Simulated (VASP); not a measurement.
# Si7Ge (P-43m) in VASP: dielectric tensor with r2SCAN

Aim: the dielectric tensor of Si7Ge with r2SCAN.

Everything below comes from runs of VASP 6.6.1. Logs are shortened: lines on timing, memory, paths and dates and some standing lists are left out, and cuts for length are marked.

## Step 1: The cell of the first run

It takes space group P-43m (No. 215, cubic). The conventional cell has a = 5.468 Å, b = 5.468 Å, c = 5.468 Å, α = 90.00°, β = 90.00°, γ = 90.00°. Within 3.1 Å of Si (site symmetry 3m) lie 3 Si at 2.36 Å and 1 Ge at 2.39 Å. Within 3.1 Å of Si (site symmetry -42m) lie 4 Si at 2.36 Å. Within 3.2 Å of Ge (site symmetry -43m) lie 4 Si at 2.39 Å.

## Step 2: Dielectric tensor, r2SCAN

File INCAR:

```
SYSTEM = Si7Ge
PREC = Accurate ; ENCUT = 520
EDIFF = 1E-8 ; ISMEAR = 0
SIGMA = 0.01 ; LREAL = .FALSE.
LASPH = .TRUE. ; NELM = 100
ALGO = Normal ; ISIF = 2
LWAVE = .FALSE. ; LCHARG = .FALSE.
METAGGA = R2SCAN ; LMIXTAU = .TRUE.
LCALCEPS = .TRUE.
```

File KPOINTS:

```
Automatic mesh
0
G
  4 4 4
  0 0 0
```

File POSCAR:

```
Si7Ge
1.0
    5.4684065189      0.0000000000      0.0000000000
    0.0000000000      5.4684065189      0.0000000000
    0.0000000000      0.0000000000      5.4684065189
Si Ge
7 1
Direct
    0.2524916470      0.2524916470      0.2524916470
    0.0000000000      0.5000000000      0.5000000000
    0.5000000000      0.5000000000      0.0000000000
    0.5000000000      0.0000000000      0.5000000000
    0.7475083530      0.2524916470      0.7475083530
    0.7475083530      0.7475083530      0.2524916470
    0.2524916470      0.7475083530      0.7475083530
    0.0000000000      0.0000000000      0.0000000000
```

Potentials or basis: VASP PAW PBE potentials, release 64 (Si, Ge_d).

Started as:

```bash
$ cat potpaw_PBE.64/Si/POTCAR potpaw_PBE.64/Ge_d/POTCAR > POTCAR
$ mpirun -np 1 vasp_std > vasp.out
```

OUTCAR:

```text
SYSTEM = Si7Ge
   PREC = Accurate
   ENCUT = 520
   EDIFF = 1E-8
   ISMEAR = 0
   LREAL = .FALSE.
   LASPH = .TRUE.
   NELM = 100
   ISIF = 2
   METAGGA = R2SCAN

 ion  position               nearest neighbor table
   1  0.252  0.252  0.252-   2 2.36   3 2.36   4 2.36   8 2.39
   2  0.000  0.500  0.500-   1 2.36   5 2.36   6 2.36   7 2.36
   3  0.500  0.500  0.000-   1 2.36   5 2.36   6 2.36   7 2.36
   4  0.500  0.000  0.500-   1 2.36   5 2.36   6 2.36   7 2.36
   5  0.748  0.252  0.748-   2 2.36   3 2.36   4 2.36   8 2.39
   6  0.748  0.748  0.252-   2 2.36   3 2.36   4 2.36   8 2.39
   7  0.252  0.748  0.748-   2 2.36   3 2.36   4 2.36   8 2.39
   8  0.000  0.000  0.000-   1 2.39   5 2.39   6 2.39   7 2.39

  LATTYP: Found a simple cubic cell.
 ALAT       =     5.4684065189

  Lattice vectors:

 A1 = (   5.4684065189,   0.0000000000,   0.0000000000)
 A2 = (   0.0000000000,   5.4684065189,   0.0000000000)
 A3 = (   0.0000000000,   0.0000000000,   5.4684065189)

Analysis of symmetry for initial positions (statically):
=====================================================================
 Subroutine PRICEL returns:
 Original cell was already a primitive cell.

 Routine SETGRP: Setting up the symmetry group for a
 simple cubic supercell.

 Subroutine GETGRP returns: Found 24 space group operations
 (whereof 24 operations were pure point group operations)
 out of a pool of 48 trial point group operations.

The static configuration has the point symmetry T_d .

Analysis of symmetry for dynamics (positions and initial velocities):
=====================================================================
 Subroutine PRICEL returns:
 Original cell was already a primitive cell.

 Routine SETGRP: Setting up the symmetry group for a
 simple cubic supercell.

 Subroutine GETGRP returns: Found 24 space group operations
 (whereof 24 operations were pure point group operations)
 out of a pool of 48 trial point group operations.

The dynamic configuration has the point symmetry T_d .

 Subroutine INISYM returns: Found 24 space group operations
 (whereof 24 operations are pure point group operations),
 and found     1 'primitive' translations

----------------------------------------------------------------------------------------

                                     Primitive cell

  volume of cell :     163.5243

  direct lattice vectors                    reciprocal lattice vectors
     5.468406519  0.000000000  0.000000000     0.182868628  0.000000000  0.000000000
     0.000000000  5.468406519  0.000000000     0.000000000  0.182868628  0.000000000
     0.000000000  0.000000000  5.468406519     0.000000000  0.000000000  0.182868628

  length of vectors
     5.468406519  5.468406519  5.468406519     0.182868628  0.182868628  0.182868628

  position of ions in fractional coordinates (direct lattice)
     0.252491647  0.252491647  0.252491647
     0.000000000  0.500000000  0.500000000
     0.500000000  0.500000000  0.000000000
     0.500000000  0.000000000  0.500000000
     0.747508353  0.252491647  0.747508353
     0.747508353  0.747508353  0.252491647
     0.252491647  0.747508353  0.747508353
     0.000000000  0.000000000  0.000000000

  ion indices of the primitive-cell ions
   primitive index   ion index
                 1           1
                 2           2
                 3           3
                 4           4
                 5           5
                 6           6
                 7           7
                 8           8

----------------------------------------------------------------------------------------

 KPOINTS: Automatic mesh

Automatic generation of k-mesh.
 Grid dimensions read from file:
 generate k-points for:    4    4    4

 Generating k-lattice:

  Cartesian coordinates                     Fractional coordinates (reciprocal lattice)
     0.045717157  0.000000000  0.000000000     0.250000000  0.000000000  0.000000000
     0.000000000  0.045717157  0.000000000     0.000000000  0.250000000  0.000000000
     0.000000000  0.000000000  0.045717157     0.000000000  0.000000000  0.250000000

  Length of vectors
     0.045717157  0.045717157  0.045717157

  Shift w.r.t. Gamma in fractional coordinates (k-lattice)
     0.000000000  0.000000000  0.000000000

 Subroutine IBZKPT returns following result:
 ===========================================

 Found     10 irreducible k-points:

 Following reciprocal coordinates:
            Coordinates               Weight
  0.000000  0.000000  0.000000      1.000000
  0.250000  0.000000  0.000000      6.000000
  0.500000  0.000000  0.000000      3.000000
  0.250000  0.250000  0.000000     12.000000
  0.500000  0.250000  0.000000     12.000000
  0.500000  0.500000  0.000000      3.000000
  0.250000  0.250000  0.250000      8.000000
  0.500000  0.250000  0.250000     12.000000
  0.500000  0.500000  0.250000      6.000000
  0.500000  0.500000  0.500000      1.000000
   k-points           NKPTS =     10   k-points in BZ     NKDIM =     10   number of bands    NBANDS=     26
   number of dos      NEDOS =    301   number of ions     NIONS =      8
   total plane-waves  NPLWV =  74088
   dimension x,y,z NGX =    42 NGY =   42 NGZ =   42
   dimension x,y,z NGXF=    84 NGYF=   84 NGZF=   84
   ions per type =               7   1
   NGX,Y,Z   is equivalent  to a cutoff of  12.77, 12.77, 12.77 a.u.
   NGXF,Y,Z  is equivalent  to a cutoff of  25.54, 25.54, 25.54 a.u.
 SYSTEM =  Si7Ge
   PREC   = accura    normal or accurate (medium, high low for compatibility)
   ISTART =      0    job   : 0-new  1-cont  2-samecut
   ICHARG =      2    charge: 1-file 2-atom 10-const
   ISPIN  =      1    spin polarized calculation?
   LNONCOLLINEAR =      F non collinear calculations
   LSORBIT =      F    spin-orbit coupling
   LASPH  =      T    aspherical Exc in radial PAW
   ENCUT  =  520.0 eV  38.22 Ry    6.18 a.u.  10.17 10.17 10.17*2*pi/ulx,y,z
   NELM   =    100;   NELMIN=  2; NELMDL= -5     # of ELM steps
   EDIFF  = 0.1E-07   stopping-criterion for ELM
   LREAL  =      F    real-space projection
   EDIFFG = 0.1E-06   stopping-criterion for IOM
   NSW    =      0    number of steps for IOM
   IBRION =     -1    ionic relax: 0-MD 1-quasi-New 2-CG
   NFREE  =      0    steps in history (QN), initial steepest desc. (CG)
   ISIF   =      2    stress and relaxation
   ISYM   =      2    0-nonsym 1-usesym 2-fastsym
   POTIM  = 0.5000    time-step for ionic-motion
   TEBEG  =    0.0;   TEEND  =   0.0 temperature during run
   PSTRESS=    0.0 pullay stress
   NELECT =      42.0000    total number of electrons
   NUPDOWN=      -1.0000    fix difference up-down
   EMIN   =  10.00;   EMAX   =-10.00  energy-range for DOS
   EFERMI =   0.00;   METHOD = LEGACY
   ISMEAR =     0;   SIGMA  =   0.01  broadening in eV -4-tet -1-fermi 0-gaus
   EFERMI_NEDOS =   21; number of points for ismear=-14 and -15
   IALGO  =     38    algorithm
   IMIX   =      4    mixing-type and parameters
     AMIX     =   0.40;   BMIX     =  1.00
     AMIX_MAG =   1.60;   BMIX_MAG =  1.00
  volume/ion in A,a.u.               =      20.44       137.94
  Fermi-wavevector in a.u.,A,eV,Ry     =   1.040632  1.966509 14.733950  1.082915
  Thomas-Fermi vector in A             =   2.175216
   LORBIT       =      0    0 simple, 1 ext, 2 COOP (PROOUT), +10 PAW based schemes
   METAGGA = R2SCAN    functional components
   LHFCALC =     F    Hartree Fock is set to
   AEXX    =    0.0000 exact exchange contribution
   IVDW    =     0    specifies the selected vdW correction
   LEPSILON=     F    determine dielectric tensor
   LRPA    =     F    only Hartree local field effects (RPA)
   LRPA       =     F
 non-spin polarized calculation
 Gauss-broadening in eV      SIGMA  =   0.01
  energy-cutoff  :      520.00
  volume of cell :      163.52
 maximum number of plane-waves:      4436
 NGX is ok and might be reduce to    42
   NGX = 21   NGY = 21   NGZ = 21

 Total electronic dipole moment: p[elc]=(     0.00000    -0.00000    -0.00000 ) |e| Angst

 number of electron      42.0000023 magnetization

 Free energy of the ion-electron system (eV)
  ---------------------------------------------------
  ext. energy  EPLUGINS =         0.00000000
  ---------------------------------------------------
  free energy    TOTEN  =       -75.24341032 eV

  energy without entropy =      -75.24341032  energy(sigma->0) =      -75.24341032

 E-fermi :   5.6379     XC(G=0):  -9.9717

 val. band max:        5.5572799485   @ k =   0.0000   0.0000   0.0000
 cond. band min:   10000.0000000000   @ k =   0.0000   0.0000   0.0000
 fundamental gap:   9994.4427200515
 Fermi energy:         5.6378557656

 k-point     1 :       0.0000    0.0000    0.0000
  band No.  band energies     occupation
      1     -19.2351      2.00000
      2     -19.2345      2.00000
      3     -19.2338      2.00000
      4     -19.2041      2.00000
      5     -19.2040      2.00000
      6      -7.0443      2.00000
[... 18 lines left out ...]
     25   10000.0000      0.00000
     26   10000.0000      0.00000
[... 557 lines left out ...]
      4     -19.2039      2.00000
      5     -19.2038      2.00000
      6      -5.0966      2.00000
[... 18 lines left out ...]
     25   10000.0000      0.00000
     26   10000.0000      0.00000

------------------------ aborting loop because EDIFF is reached ----------------------------------------

            Ionic dipole moment: p[ion]=(   -21.87363   -21.87363   -21.87363 ) |e| Angst

 Total electronic dipole moment: p[elc]=(     0.00000    -0.00000     0.09680 ) |e| Angst

 MACROSCOPIC STATIC DIELECTRIC TENSOR (including local field effects)
 ------------------------------------------------------
          11.712234     0.000000     0.000000
           0.000000    11.712234    -0.000000
           0.000000    -0.000000    11.712234
 ------------------------------------------------------

 PIEZOELECTRIC TENSOR (including local field effects) (e Angst)
          XX          YY          ZZ          XY          YZ          ZX
  --------------------------------------------------------------------------------
  x     0.00000     0.00000    -0.00000    -0.00000     0.06524     0.00000
  y     0.00000     0.00000     0.00000     0.00000    -0.00000     0.06524
  z     0.00000    -0.00000     0.00000     0.06524     0.00000    -0.00000

 PIEZOELECTRIC TENSOR (including local field effects) (C/m^2)
          XX          YY          ZZ          XY          YZ          ZX
  --------------------------------------------------------------------------------
  x     0.00000     0.00000    -0.00000    -0.00000     0.00639     0.00000
  y     0.00000     0.00000     0.00000     0.00000    -0.00000     0.00639
  z     0.00000    -0.00000     0.00000     0.00639     0.00000    -0.00000

 BORN EFFECTIVE CHARGES (including local field effects) (in |e|, cummulative output)
 ---------------------------------------------------------------------------------
 ion    1
    1     0.02426     0.02199     0.02199
    2     0.02199     0.02426     0.02199
    3     0.02199     0.02199     0.02426
 ion    2
    1     0.00663    -0.00000     0.00000
    2     0.00000    -0.06606    -0.00000
    3    -0.00000     0.00000    -0.06606
 ion    3
    1    -0.06606    -0.00000     0.00000
    2     0.00000    -0.06606    -0.00000
    3    -0.00000     0.00000     0.00663
 ion    4
    1    -0.06606     0.00000     0.00000
    2     0.00000     0.00663     0.00000
    3     0.00000    -0.00000    -0.06606
 ion    5
    1     0.02426    -0.02199     0.02199
    2    -0.02199     0.02426    -0.02199
    3     0.02199    -0.02199     0.02426
 ion    6
    1     0.02426     0.02199    -0.02199
    2     0.02199     0.02426    -0.02199
    3    -0.02199    -0.02199     0.02426
 ion    7
    1     0.02426    -0.02199    -0.02199
    2    -0.02199     0.02426     0.02199
    3    -0.02199     0.02199     0.02426
 ion    8
    1     0.02845    -0.00000     0.00000
    2     0.00000     0.02845     0.00000
    3    -0.00000     0.00000     0.02845

  FORCE on cell =-STRESS in cart. coord.  units (eV):
  Direction    XX          YY          ZZ          XY          YZ          ZX
  --------------------------------------------------------------------------------------
  -------------------------------------------------------------------------------------
  Total       -0.1728421     -0.1728421     -0.1728421      0.0000000     -0.0000000      0.0000000
  in kB       -1.6934713     -1.6934713     -1.6934713      0.0000000     -0.0000000      0.0000000
  external PRESSURE =      -1.6934713 kB  Pullay stress =       0.0000000 kB

 VOLUME and BASIS-vectors are now :
 -----------------------------------------------------------------------------
  energy-cutoff  :      520.00
  volume of cell :      163.52
      direct lattice vectors                 reciprocal lattice vectors
     5.468406519  0.000000000  0.000000000     0.182868628  0.000000000  0.000000000
     0.000000000  5.468406519  0.000000000     0.000000000  0.182868628  0.000000000
     0.000000000  0.000000000  5.468406519     0.000000000  0.000000000  0.182868628

 POSITION                                       TOTAL-FORCE (eV/Angst)
 -----------------------------------------------------------------------------------
      1.38073      1.38073      1.38073         0.004842      0.004842      0.004842
      0.00000      2.73420      2.73420        -0.000000     -0.000000      0.000000
      2.73420      2.73420      0.00000        -0.000000     -0.000000      0.000000
      2.73420      0.00000      2.73420        -0.000000     -0.000000      0.000000
      4.08768      1.38073      4.08768        -0.004842      0.004842     -0.004842
      4.08768      4.08768      1.38073        -0.004842     -0.004842      0.004842
      1.38073      4.08768      4.08768         0.004842     -0.004842     -0.004842
      0.00000      0.00000      0.00000        -0.000000     -0.000000      0.000000
 -----------------------------------------------------------------------------------
    total drift:                               -0.000000     -0.000000      0.000000

  FREE ENERGIE OF THE ION-ELECTRON SYSTEM (eV)
  ---------------------------------------------------
  free  energy   TOTEN  =       -75.2434103183 eV

  energy  without entropy=      -75.2434103183  energy(sigma->0) =      -75.24341032
```

Run time: 2.1 h. Hardware: 1 thread of Oxide Virtual Turin-like, shared host; peak memory 0.53 GiB.

What came out:

```yaml
Band_gap_on_the_k_mesh: 0.60 eV
Electronic_dielectric_tensor_diagonal: 11.71
Born_charges_mean_of_the_diagonal: Si +0.02, -0.04 (each value once); Ge +0.03 e
```

Electronic dielectric tensor:
```
11.71  0.00  0.00
 0.00 11.71  0.00
 0.00  0.00 11.71
```

Born effective charge tensors (e):
atom 1, Si
```
0.02 0.02 0.02
0.02 0.02 0.02
0.02 0.02 0.02
```
atom 2, Si
```
 0.01  0.00  0.00
 0.00 -0.07  0.00
 0.00  0.00 -0.07
```
atom 3, Si
```
-0.07  0.00  0.00
 0.00 -0.07  0.00
 0.00  0.00  0.01
```
atom 4, Si
```
-0.07  0.00  0.00
 0.00  0.01  0.00
 0.00  0.00 -0.07
```
atom 5, Si
```
 0.02 -0.02  0.02
-0.02  0.02 -0.02
 0.02 -0.02  0.02
```
atom 6, Si
```
 0.02  0.02 -0.02
 0.02  0.02 -0.02
-0.02 -0.02  0.02
```
atom 7, Si
```
 0.02 -0.02 -0.02
-0.02  0.02  0.02
-0.02  0.02  0.02
```
atom 8, Ge
```
0.03 0.00 0.00
0.00 0.03 0.00
0.00 0.00 0.03
```

Dipole moments of the cell (e·Å, modulo the quantum): ionic -21.874, -21.874, -21.874; electronic 0.000, 0.000, 0.097

Caveat: the gap is small at this level, which inflates the dielectric constant; semilocal functionals underestimate gaps, and a narrow one can read as zero; the PAW data sets were made with another functional, which shifts forces and pressure a little.

The gap in the log of VASP goes by the Fermi energy; the results here count the filled bands.